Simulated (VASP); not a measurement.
Wanted: the native input for a VASP 6.6.1 run.

```
Task                   : single point
Functional             : PBE
Potentials or basis    : VASP PAW PBE potentials, release 64 (Yb)
Cutoff                 : 520 eV
k mesh                 : 7 × 7 × 7
Occupations            : fermi-dirac, width 0.05 eV
Spin                   : collinear spin, ferromagnetic start
Starting moments       : [1.2] μB
Fixed moment           : 1.2 μB
Dipole correction      : no
Further INCAR settings : ALGO = Normal; EDIFF = 1e-06; NBANDS = 22
```

The structure of Yb lies in POSCAR:

```
Yb
1.0
   -2.1514830000      2.1514830000      2.1514830000
    2.1514830000     -2.1514830000      2.1514830000
    2.1514830000      2.1514830000     -2.1514830000
Yb
1
Direct
    0.0000000000      0.0000000000      0.0000000000
```

This isn't the form of Yb at room conditions, which is fcc.

One way to write it, as run:

INCAR

```
  PREC = Accurate
  ENCUT = 520
  EDIFF = 1E-6
  ISMEAR = -1
  SIGMA = 0.05
  LREAL = F
  LASPH = T
  NELM = 150
  ALGO = Normal
  ISIF = 2
  LWAVE = F
  LCHARG = F
  ISPIN = 2
  MAGMOM = 1.2
  LORBIT = 11
  NUPDOWN = 1.2
  LMAXMIX = 6
  GGA = PE
  NBANDS = 22
```

KPOINTS

```
regular mesh
0
Gamma
  7 7 7
```

Potentials or basis: VASP PAW PBE potentials, release 64 (Yb).

Launch:

```console
$ cat potpaw_PBE.64/Yb/POTCAR > POTCAR
$ mpirun -np 1 vasp_std > vasp.out
```

It gave:

The pressure is -1.7 GPa, the net moment is 1.20 μB per cell and the site moments are Yb +0.53 μB. The valence electrons inside the program's atomic spheres are Yb 22.00.

Caveat: the total moment is fixed, so each spin has its own Fermi level.

Run time: 100 s on 1 thread of Intel Xeon 8259CL, with other jobs on the host, peak memory 0.2 GiB.
